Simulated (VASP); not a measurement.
Write the native input for VASP 6.6.1 that does the following.

```
Task                    : density of states
Functional              : PBE
Potentials or basis     : VASP PAW PBE potentials, release 64 (Zn, Cd, Te)
Cutoff                  : 520 eV
k mesh                  : 6 × 6 × 2
Occupations             : gaussian, width 0.02 eV
Spin                    : no spin polarisation
Dipole correction       : no
k mesh for the DOS      : 9 × 9 × 3
Occupations for the DOS : tetrahedron
Further INCAR settings  : ALGO = Normal; EDIFF = 1e-06; NBANDS = 46
```

Crystal: Zn3CdTe4.

```
CELL_PARAMETERS angstrom
4.44089 0.00000 0.00000
0.00000 4.44089 0.00000
0.00000 0.00000 12.61477
ATOMIC_POSITIONS crystal
Zn 0.00000 0.00000 0.75958
Zn 0.50000 0.50000 0.00000
Zn 0.00000 0.00000 0.24042
Cd 0.50000 0.50000 0.50000
Te 0.50000 0.00000 0.87982
Te 0.00000 0.50000 0.12018
Te 0.50000 0.00000 0.35990
Te 0.00000 0.50000 0.64009
```

The input as run:

POSCAR

```
Zn3CdTe4
1.0
    4.4408876000      0.0000000000      0.0000000000
    0.0000000000      4.4408876000      0.0000000000
    0.0000000000      0.0000000000     12.6147679000
Zn Cd Te
3 1 4
Direct
    0.0000000000      0.0000000000      0.7595800000
    0.5000000000      0.5000000000      0.0000000000
    0.0000000000      0.0000000000      0.2404200000
    0.5000000000      0.5000000000      0.5000000000
    0.5000000000      0.0000000000      0.8798210000
    0.0000000000      0.5000000000      0.1201790000
    0.5000000000      0.0000000000      0.3599050000
    0.0000000000      0.5000000000      0.6400950000
```

INCAR.step1

```
PREC = Accurate
ENCUT = 520
EDIFF = 1E-6
ISMEAR = 0
SIGMA = 0.02
LREAL = False
LASPH = True
NELM = 80
ALGO = Normal
ISIF = 2
LWAVE = False
LCHARG = True
GGA = PE
NBANDS = 46
```

KPOINTS.step1

```
Automatic mesh
0
Gamma
  6 6 2
```

INCAR.step2

```
PREC = Accurate
ENCUT = 520
EDIFF = 1E-6
ISMEAR = -5
SIGMA = 0.02
LREAL = False
LASPH = True
NELM = 80
ALGO = Normal
ISIF = 2
LWAVE = False
LCHARG = False
GGA = PE
LORBIT = 11
NBANDS = 46
NEDOS = 2001
ICHARG = 11
```

KPOINTS.step2

```
Automatic mesh
0
Gamma
  9 9 3
```

Potentials or basis: VASP PAW PBE potentials, release 64 (Zn, Cd, Te).

The run is started by

```sh
$ cat potpaw_PBE.64/Zn/POTCAR potpaw_PBE.64/Cd/POTCAR potpaw_PBE.64/Te/POTCAR > POTCAR
$ cp INCAR.step1 INCAR
$ cp KPOINTS.step1 KPOINTS
$ mpirun -np 1 vasp_std > vasp.out
$ cp INCAR.step2 INCAR
$ cp KPOINTS.step2 KPOINTS
$ mpirun -np 1 vasp_std > vasp.out
```

Results of the run:

```json
{
 "Valence electrons inside the program's atomic spheres": "Zn 10.70; Cd 10.30; Te 3.42"
}
```

Caveat: spin-orbit coupling is left out, which moves the levels of the heavy elements.

It took 12 min on 1 thread of Oxide Virtual Turin-like Processor, with other jobs on the host, peak memory 0.48 GiB.
